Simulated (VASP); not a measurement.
Here is a VASP 6.6.1 calculation.

The input INCAR:

```
SYSTEM = Te
ALGO     = Normal         ! electronic algorithm
EDIFF    = 1E-6           ! SCF threshold, eV
ENCUT    = 520            ! plane-wave cutoff, eV
ISIF     = 2              ! what is computed and relaxed
ISMEAR   = -1             ! smearing method
LASPH    = .TRUE.         ! aspherical terms in the spheres
LCHARG   = .FALSE.        ! write CHGCAR
LREAL    = .FALSE.        ! projectors in reciprocal space
LWAVE    = .FALSE.        ! write WAVECAR
NBANDS   = 13             ! bands
NELM     = 100            ! most SCF steps
PREC     = Accurate       ! precision mode
SIGMA    = 0.1            ! smearing width, eV
```

The input KPOINTS:

```
k-points
0
G
  13 13 13
  0 0 0
```

The input POSCAR:

```
Te
1.0
    0.0000000000      3.5000932594      3.5000932594
    3.5000932594      0.0000000000      3.5000932594
    3.5000932594      3.5000932594      0.0000000000
Te
2
Direct
    0.1250000000      0.1250000000      0.1250000000
    0.8750000000      0.8750000000      0.8750000000
```

Potentials or basis: VASP PAW LDA potentials, release 64 (Te).

Run with:

```sh
$ cat potpaw_LDA.64/Te/POTCAR > POTCAR
$ mpirun -np 1 vasp_std > vasp.out
```

(1) Estimate the band gap on the k mesh.

(2) What does it give for the pressure?

Answers

(1) zero (bands 6 and 7 overlap by 0.98 eV).

(2) 0.1 GPa.

Caveat: spin-orbit coupling is left out, which moves the levels of the heavy elements.
